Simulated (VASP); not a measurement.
Co:

```
Co
1.0
     2.68581    0.00000    0.00000
    -1.34290    2.32598    0.00000
     0.00000    0.00000    4.34376
Co
2
Direct
  0.66667 0.33333 0.25000
  0.33333 0.66667 0.75000
```

Base run:

- Program: VASP 6.6.1
- Functional: PBE
- Potentials or basis: VASP PAW PBE potentials, release 64 (Co)
- Cutoff: 520 eV
- k mesh: 24 × 24 × 12
- Occupations: gaussian, width 0.15 eV
- Spin: collinear spin, ferromagnetic start
- Starting moments: [0.55, 0.55] μB
- Fixed moment: 1.1 μB

Its results: pressure -34.6 GPa; site moments Co +0.58 μB.

The run is repeated on the same cell with these changes: fixed moment from 1.1 μB to 1.65 μB; moments at the start from [0.55, 0.55] to [0.82, 0.82]. What comes out?

Pressure -33.8 GPa; site moments Co +0.87 μB.

Caveats: the cell stands under tension; the total moment is fixed, so each spin has its own Fermi level.
